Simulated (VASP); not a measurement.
Wanted: the native input for a VASP 6.6.1 run.

```yaml
Task: single point
Functional: PBE
Potentials_or_basis: VASP PAW PBE potentials, release 64 (Ag, I)
Cutoff: 500 eV
k_mesh: 6 × 6 × 4
Occupations: tetrahedron
Spin: no spin polarisation
Dipole_correction: no
Further_INCAR_settings: ALGO = Normal; EDIFF = 1e-06; NBANDS = 26
```

The structure of AgI lies in POSCAR:

```
AgI
1.0
    4.7777668516      0.0000000000      0.0000000000
   -2.3888834258      4.1376674668      0.0000000000
    0.0000000000      0.0000000000      7.8147742733
Ag I
2 2
Direct
    0.6666666667      0.3333333333      0.6276573162
    0.3333333333      0.6666666667      0.1276573162
    0.6666666667      0.3333333333      0.0023426838
    0.3333333333      0.6666666667      0.5023426838
```

These files were run (other wordings do the same):

INCAR

```
PREC = Accurate
ENCUT = 500
EDIFF = 1E-6
ISMEAR = -4
SIGMA = 0.02
LREAL = F
LASPH = T
NELM = 120
ALGO = Normal
ISIF = 2
LWAVE = F
LCHARG = F
GGA = PE
NBANDS = 26
GGA_COMPAT = F
```

KPOINTS

```
Automatic mesh
0
Gamma
  6 6 4
```

Potentials or basis: VASP PAW PBE potentials, release 64 (Ag, I).

Run with:

```console
$ cat potpaw_PBE.64/Ag/POTCAR potpaw_PBE.64/I/POTCAR > POTCAR
$ mpirun -np 1 vasp_std > vasp.out
```

Results of the run:

```yaml
Pressure: -1.3 GPa
Largest_force: 0.004 eV/Å
Band_gap_on_the_k_mesh: 1.37 eV
```

Caveat: spin-orbit coupling is left out, which moves the levels of the heavy elements.

Wall time 38 s on 1 thread of Intel(R) Xeon(R) 6975P-C (Granite Rapids) (shared host), peak memory 0.29 GiB.
